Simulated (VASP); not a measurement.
Input of a VASP 6.6.1 run:

Contents of INCAR:

```
SYSTEM = HfN
PREC = Accurate ; ENCUT = 520
EDIFF = 1E-6 ; ISMEAR = -1
SIGMA = 0.1 ; LREAL = .False.
LASPH = .True. ; NELM = 80
ALGO = Normal ; ISIF = 2
LWAVE = .False. ; LCHARG = .False.
NBANDS = 14
```

Contents of KPOINTS:

```
Automatic mesh
0
Gamma
  15 15 15
  0 0 0
```

POSCAR

```
HfN
1.0
    0.0000000000      2.0739626703      2.0739626703
    2.0739626703      0.0000000000      2.0739626703
    2.0739626703      2.0739626703      0.0000000000
Hf N
1 1
Direct
    0.0000000000      0.0000000000      0.0000000000
    0.5000000000      0.5000000000      0.5000000000
```

Potentials or basis: VASP PAW LDA potentials, release 64 (Hf_pv, N).

Run with:

```console
$ cat potpaw_LDA.64/Hf_pv/POTCAR potpaw_LDA.64/N/POTCAR > POTCAR
$ mpirun -np 1 vasp_std > vasp.out
```

**Question.** What does it give for the pressure?

**Answer.** 108.2 GPa.
